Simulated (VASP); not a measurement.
# Pb (P6_3/mmc) in VASP: single point with PBE+D3(BJ)

Aim: the single point of Pb with PBE+D3(BJ).

Everything below comes from runs of VASP 6.6.1. Logs are shortened: lines on timing, memory, paths and dates and some standing lists are left out, and cuts for length are marked.

## 1. The cell of the first run

The structure is hexagonal, space group P6_3/mmc (No. 194). Conventional cell: a = 3.480 Å, b = 3.480 Å, c = 5.590 Å, α = 90.00°, β = 90.00°, γ = 120.00°. Within 4.5 Å of Pb (site symmetry -6m2) lie 12 Pb at 3.44 to 3.48 Å.

## 2. Single point, PBE+D3(BJ)

The input, INCAR:

```
SYSTEM = Pb
PREC = Accurate
ENCUT = 520
EDIFF = 1E-7
ISMEAR = 0
SIGMA = 0.1
LREAL = .False.
LASPH = .True.
NELM = 80
ALGO = Fast
ISIF = 2
LWAVE = .False.
LCHARG = .False.
GGA = PE
IVDW = 12
NBANDS = 21
```

The input, KPOINTS:

```
Automatic mesh
0
Gamma
  6 6 4
  0 0 0
```

The input, POSCAR:

```
Pb
1.0
    3.4800006906      0.0000000000      0.0000000000
   -1.7400003453      3.0137690032      0.0000000000
    0.0000000000      0.0000000000      5.5900000000
Pb
2
Direct
    0.3333333333      0.6666666667      0.2500000000
    0.6666666667      0.3333333333      0.7500000000
```

Potentials or basis: VASP PAW PBE potentials, release 64 (Pb_d).

The run is started by

```sh
cat potpaw_PBE.64/Pb_d/POTCAR > POTCAR
mpirun -np 1 vasp_std > vasp.out
```

OUTCAR:

```text
SYSTEM = Pb
   PREC = Accurate
   ENCUT = 520
   EDIFF = 1E-7
   ISMEAR = 0
   LREAL = .False.
   LASPH = .True.
   NELM = 80
   ISIF = 2
   GGA = PE
   IVDW = 12
 IVDW          = 12

 ion  position               nearest neighbor table
   1  0.333  0.667  0.250-   2 3.44   2 3.44   2 3.44   2 3.44   2 3.44   2 3.44
   2  0.667  0.333  0.750-   1 3.44   1 3.44   1 3.44   1 3.44   1 3.44   1 3.44

  LATTYP: Found a hexagonal cell.
 ALAT       =     3.4800006906
 C/A-ratio  =     1.6063215203

  Lattice vectors:

 A1 = (   3.4800006906,   0.0000000000,   0.0000000000)
 A2 = (  -1.7400003453,   3.0137690032,   0.0000000000)
 A3 = (   0.0000000000,   0.0000000000,   5.5900000000)

Analysis of symmetry for initial positions (statically):
=====================================================================
 Subroutine PRICEL returns:
 Original cell was already a primitive cell.

 Routine SETGRP: Setting up the symmetry group for a
 hexagonal supercell.

 Subroutine GETGRP returns: Found 24 space group operations
 (whereof 12 operations were pure point group operations)
 out of a pool of 24 trial point group operations.

The static configuration has the point symmetry D_3d.
 The point group associated with its full space group is D_6h.

Analysis of symmetry for dynamics (positions and initial velocities):
=====================================================================
 Subroutine PRICEL returns:
 Original cell was already a primitive cell.

 Routine SETGRP: Setting up the symmetry group for a
 hexagonal supercell.

 Subroutine GETGRP returns: Found 24 space group operations
 (whereof 12 operations were pure point group operations)
 out of a pool of 24 trial point group operations.

The dynamic configuration has the point symmetry D_3d.
 The point group associated with its full space group is D_6h.

 Subroutine INISYM returns: Found 24 space group operations
 (whereof 12 operations are pure point group operations),
 and found     1 'primitive' translations

----------------------------------------------------------------------------------------

                                     Primitive cell

  volume of cell :      58.6275

  direct lattice vectors                    reciprocal lattice vectors
     3.480000691  0.000000000  0.000000000     0.287356265  0.165905217  0.000000000
    -1.740000345  3.013769003  0.000000000     0.000000000  0.331810434  0.000000000
     0.000000000  0.000000000  5.590000000     0.000000000  0.000000000  0.178890877

  length of vectors
     3.480000691  3.480000691  5.590000000     0.331810434  0.331810434  0.178890877

  position of ions in fractional coordinates (direct lattice)
     0.333333333  0.666666667  0.250000000
     0.666666667  0.333333333  0.750000000

  ion indices of the primitive-cell ions
   primitive index   ion index
                 1           1
                 2           2

----------------------------------------------------------------------------------------

 KPOINTS: Automatic mesh

Automatic generation of k-mesh.
 Grid dimensions read from file:
 generate k-points for:    6    6    4

 Generating k-lattice:

  Cartesian coordinates                     Fractional coordinates (reciprocal lattice)
     0.047892711  0.027650869  0.000000000     0.166666667  0.000000000  0.000000000
     0.000000000  0.055301739  0.000000000     0.000000000  0.166666667  0.000000000
     0.000000000  0.000000000  0.044722719     0.000000000  0.000000000  0.250000000

  Length of vectors
     0.055301739  0.055301739  0.044722719

  Shift w.r.t. Gamma in fractional coordinates (k-lattice)
     0.000000000  0.000000000  0.000000000

 Subroutine IBZKPT returns following result:
 ===========================================

 Found     21 irreducible k-points:

 Following reciprocal coordinates:
            Coordinates               Weight
  0.000000  0.000000  0.000000      1.000000
  0.166667  0.000000  0.000000      6.000000
  0.333333  0.000000  0.000000      6.000000
  0.500000 -0.000000  0.000000      3.000000
  0.166667  0.166667  0.000000      6.000000
  0.333333  0.166667  0.000000     12.000000
[... 13 lines left out ...]
  0.333333  0.166667  0.500000     12.000000
  0.333333  0.333333  0.500000      2.000000
   k-points           NKPTS =     21   k-points in BZ     NKDIM =     21   number of bands    NBANDS=     21
   number of dos      NEDOS =    301   number of ions     NIONS =      2
   total plane-waves  NPLWV =  32928
   dimension x,y,z NGX =    28 NGY =   28 NGZ =   42
   dimension x,y,z NGXF=    56 NGYF=   56 NGZF=   84
   ions per type =               2
   NGX,Y,Z   is equivalent  to a cutoff of  13.38, 13.38, 12.49 a.u.
   NGXF,Y,Z  is equivalent  to a cutoff of  26.75, 26.75, 24.98 a.u.
 SYSTEM =  Pb
   PREC   = accura    normal or accurate (medium, high low for compatibility)
   ISTART =      0    job   : 0-new  1-cont  2-samecut
   ICHARG =      2    charge: 1-file 2-atom 10-const
   ISPIN  =      1    spin polarized calculation?
   LNONCOLLINEAR =      F non collinear calculations
   LSORBIT =      F    spin-orbit coupling
   LASPH  =      T    aspherical Exc in radial PAW
   ENCUT  =  520.0 eV  38.22 Ry    6.18 a.u.   6.47  6.47 10.39*2*pi/ulx,y,z
   NELM   =     80;   NELMIN=  2; NELMDL= -5     # of ELM steps
   EDIFF  = 0.1E-06   stopping-criterion for ELM
   LREAL  =      F    real-space projection
   EDIFFG = 0.1E-05   stopping-criterion for IOM
   NSW    =      0    number of steps for IOM
   IBRION =     -1    ionic relax: 0-MD 1-quasi-New 2-CG
   NFREE  =      0    steps in history (QN), initial steepest desc. (CG)
   ISIF   =      2    stress and relaxation
   ISYM   =      2    0-nonsym 1-usesym 2-fastsym
   POTIM  = 0.5000    time-step for ionic-motion
   TEBEG  =    0.0;   TEEND  =   0.0 temperature during run
   PSTRESS=    0.0 pullay stress
   NELECT =      28.0000    total number of electrons
   NUPDOWN=      -1.0000    fix difference up-down
   EMIN   =  10.00;   EMAX   =-10.00  energy-range for DOS
   EFERMI =   0.00;   METHOD = LEGACY
   ISMEAR =     0;   SIGMA  =   0.10  broadening in eV -4-tet -1-fermi 0-gaus
   EFERMI_NEDOS =   21; number of points for ismear=-14 and -15
   IALGO  =     68    algorithm
   IMIX   =      4    mixing-type and parameters
     AMIX     =   0.40;   BMIX     =  1.00
     AMIX_MAG =   1.60;   BMIX_MAG =  1.00
  volume/ion in A,a.u.               =      29.31       197.82
  Fermi-wavevector in a.u.,A,eV,Ry     =   1.279658  2.418202 22.279864  1.637524
  Thomas-Fermi vector in A             =   2.412130
   LORBIT       =      0    0 simple, 1 ext, 2 COOP (PROOUT), +10 PAW based schemes
   GGA     = PE    functional components
   LHFCALC =     F    Hartree Fock is set to
   AEXX    =    0.0000 exact exchange contribution
   IVDW    =    12    specifies the selected vdW correction
   LEPSILON=     F    determine dielectric tensor
   LRPA    =     F    only Hartree local field effects (RPA)
 non-spin polarized calculation
 RMM-DIIS sequential band-by-band and
 Gauss-broadening in eV      SIGMA  =   0.10
  energy-cutoff  :      520.00
  volume of cell :       58.63
 maximum number of plane-waves:      1592
 NGX is ok and might be reduce to    28
   NGX = 13   NGY = 13   NGZ = 21

 number of electron      28.0000005 magnetization

 Free energy of the ion-electron system (eV)
  ---------------------------------------------------
  ext. energy  EPLUGINS =         0.00000000
  ---------------------------------------------------
  free energy    TOTEN  =        -6.95883851 eV

  energy without entropy =       -6.94609140  energy(sigma->0) =       -6.95246496

 E-fermi :   7.6162     XC(G=0): -10.3477

 val. band max:        7.5737955154   @ k =   0.3333   0.1667   0.2500
 cond. band min:       7.6914904021   @ k =   0.3333   0.0000   0.2500
 fundamental gap:      0.1176948866
 Fermi energy:         7.6162289840

 k-point     1 :       0.0000    0.0000    0.0000
  band No.  band energies     occupation
      1      -9.4650      2.00000
      2      -9.4165      2.00000
      3      -9.4031      2.00000
      4      -9.4031      2.00000
      5      -9.3782      2.00000
      6      -9.3782      2.00000
[... 13 lines left out ...]
     20      16.6980      0.00000
     21      19.1860      0.00000

 k-point     2 :       0.1667    0.0000    0.0000
  band No.  band energies     occupation
      1      -9.4807      2.00000
      2      -9.4134      2.00000
      3      -9.3773      2.00000
      4      -9.3688      2.00000
      5      -9.3617      2.00000
      6      -9.3386      2.00000
[... 13 lines left out ...]
     20      17.8107      0.00000
     21      18.3977      0.00000

 k-point     3 :       0.3333    0.0000    0.0000
  band No.  band energies     occupation
      1      -9.5536      2.00000
      2      -9.4450      2.00000
      3      -9.4188      2.00000
      4      -9.4059      2.00000
      5      -9.3165      2.00000
      6      -9.2564      2.00000
[... 13 lines left out ...]
     20      16.4804      0.00000
     21      18.2176      0.00000

 k-point     4 :       0.5000   -0.0000    0.0000
  band No.  band energies     occupation
      1      -9.5880      2.00000
      2      -9.4879      2.00000
      3      -9.4350      2.00000
      4      -9.4260      2.00000
      5      -9.2855      2.00000
      6      -9.2785      2.00000
[... 13 lines left out ...]
     20      15.9848      0.00000
     21      18.0095      0.00000

 k-point     5 :       0.1667    0.1667    0.0000
  band No.  band energies     occupation
      1      -9.4577      2.00000
      2      -9.4541      2.00000
      3      -9.4289      2.00000
      4      -9.3898      2.00000
      5      -9.3289      2.00000
      6      -9.3012      2.00000
[... 13 lines left out ...]
     20      17.1792      0.00000
     21      17.9537      0.00000
[... 310 lines left out ...]
     20      14.6253      0.00000
     21      16.2121      0.00000

 k-point    19 :       0.1667    0.1667    0.5000
  band No.  band energies     occupation
      1      -9.4695      2.00000
      2      -9.4695      2.00000
      3      -9.3907      2.00000
      4      -9.3907      2.00000
      5      -9.3145      2.00000
      6      -9.3145      2.00000
[... 13 lines left out ...]
     20      17.3406      0.00000
     21      19.3842      0.00000

 k-point    20 :       0.3333    0.1667    0.5000
  band No.  band energies     occupation
      1      -9.4832      2.00000
      2      -9.4832      2.00000
      3      -9.4094      2.00000
      4      -9.4094      2.00000
      5      -9.3023      2.00000
      6      -9.3023      2.00000
[... 13 lines left out ...]
     20      16.5857      0.00000
     21      17.6851      0.00000

 k-point    21 :       0.3333    0.3333    0.5000
  band No.  band energies     occupation
      1      -9.4685      2.00000
      2      -9.4685      2.00000
      3      -9.3425      2.00000
      4      -9.3425      2.00000
      5      -9.2815      2.00000
      6      -9.2815      2.00000
[... 13 lines left out ...]
     20      16.8813      0.00000
     21      16.9960      0.00000

------------------------ aborting loop because EDIFF is reached ----------------------------------------

 Edisp (eV)   -0.84794

 E8    (eV) :    -0.4297

  FORCE on cell =-STRESS in cart. coord.  units (eV):
  Direction    XX          YY          ZZ          XY          YZ          ZX
  --------------------------------------------------------------------------------------
  -------------------------------------------------------------------------------------
  Total       0.98945     0.98945     0.34663     0.00000     0.00000     0.00000
  in kB      27.03990    27.03990     9.47262     0.00000     0.00000     0.00000
  external pressure =       21.18 kB  Pullay stress =        0.00 kB

 VOLUME and BASIS-vectors are now :
 -----------------------------------------------------------------------------
  energy-cutoff  :      520.00
  volume of cell :       58.63
      direct lattice vectors                 reciprocal lattice vectors
     3.480000691  0.000000000  0.000000000     0.287356265  0.165905217  0.000000000
    -1.740000345  3.013769003  0.000000000     0.000000000  0.331810434  0.000000000
     0.000000000  0.000000000  5.590000000     0.000000000  0.000000000  0.178890877

 POSITION                                       TOTAL-FORCE (eV/Angst)
 -----------------------------------------------------------------------------------
     -0.00000      2.00918      1.39750        -0.000000      0.000000      0.000000
      1.74000      1.00459      4.19250         0.000000      0.000000      0.000000
 -----------------------------------------------------------------------------------
    total drift:                               -0.000000      0.000000      0.000000

  FREE ENERGIE OF THE ION-ELECTRON SYSTEM (eV)
  ---------------------------------------------------
  free  energy   TOTEN  =        -7.8067826575 eV

  energy  without entropy=       -7.7940355502  energy(sigma->0) =       -7.80040910
```

It took 22 s on 1 thread of AMD EPYC 9R14 (Zen 4), shared host; peak memory 0.16 GiB.

What came out:

| Property | Result |
| --- | --- |
| Free energy | -7.8068 eV |
| Pressure | 2.1 GPa |
| Band gap on the k mesh | zero (band 14 reaches 13.24 eV, above the bottom of band 15 at 5.80 eV) |
| Dispersion energy per atom | -0.424 eV |

Stress tensor (GPa, compression positive):
```
2.70 0.00 0.00
0.00 2.70 0.00
0.00 0.00 0.95
```

Caveat: spin-orbit coupling is left out, which moves the levels of the heavy elements; pairwise dispersion overbinds metals, which lowers pressure and volume.
